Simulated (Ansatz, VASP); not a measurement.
## One calculation of BP, two programs

```
B P
1.0
     3.20564    0.00000    0.00000
    -1.60282    2.77617    0.00000
     0.00000    0.00000   23.80000
B P
1 1
Direct
  0.33333 0.66667 0.29412
  0.66667 0.33333 0.29412
```

Alike in both runs: functional PBE; dispersion D3(BJ); k mesh 12 × 12 × 1; occupations gaussian, width 0.03 eV; no spin polarisation.

Ansatz relaxed the structure, and its values are those at the end. VASP's run is a single point on that final structure, the one shown.

```csv
,VASP,Ansatz
version,VASP 6.6.1,Ansatz 0.2.0
potentials or method,"VASP PAW PBE potentials, release 64 (B, P), cutoff 420 eV","scalar-relativistic, plane waves, PAW"
valence electrons in the cell,8,8
```

Ansatz gave:

| Quantity | Value |
| --- | --- |
| gap on the k mesh at the Fermi level (eV) | 0.89 |
| least direct gap on the mesh (eV) | 0.89 |

Task: Estimate VASP's values.

Result: gap on the k mesh at the Fermi level (eV): 0.90; least direct gap on the mesh (eV): 0.90.

Ansatz's warnings: slab cell height set, structure snapped to symmetry.
